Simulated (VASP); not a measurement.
Wanted: the native input for a VASP 6.6.1 run.

```
Task                   : single point
Functional             : PBE
Potentials or basis    : VASP PAW PBE potentials, release 64 (Mg, S)
Cutoff                 : 520 eV
k mesh                 : 8 × 8 × 8
Occupations            : gaussian, width 0.02 eV
Spin                   : no spin polarisation
Dipole correction      : no
Further INCAR settings : ALGO = Normal; EDIFF = 1e-06; NBANDS = 11
```

The structure of MgS lies in POSCAR:

```
MgS
1.0
    0.0120407602      2.7995475742      2.8420443749
    2.7995475742      0.0120407602      2.8420443749
    2.8324400980      2.8324400980     -0.0208517635
Mg S
1 1
Direct
   -0.0025705329     -0.0025705329      0.0170977465
    0.7525705329      0.7525705329      0.7329022535
```

This cell differs from its parent crystal: strained and its atoms moved.

These files were run (other wordings do the same):

INCAR

```
ALGO = Normal
EDIFF = 1E-6
ENCUT = 520
GGA = PE
ISIF = 2
ISMEAR = 0
LASPH = True
LCHARG = False
LREAL = False
LWAVE = False
NBANDS = 11
NELM = 100
PREC = Accurate
SIGMA = 0.02
```

KPOINTS

```
k-points
0
Gamma
  8 8 8
```

Potentials or basis: VASP PAW PBE potentials, release 64 (Mg, S).

Launch:

```console
$ cat potpaw_PBE.64/Mg/POTCAR potpaw_PBE.64/S/POTCAR > POTCAR
$ mpirun -np 1 vasp_std > vasp.out
```

It gave:

The pressure is 1.6 GPa and the largest force is 0.659 eV/Å. The band gap on the k mesh is 3.35 eV, direct.

Caveat: the cell differs from its parent crystal (strained and its atoms moved).

Wall time 110 s on 1 thread of Intel(R) Xeon(R) Platinum 8259CL CPU @ 2.50GHz (Skylake/Cascade Lake), with other jobs on the host, peak memory 0.22 GiB.
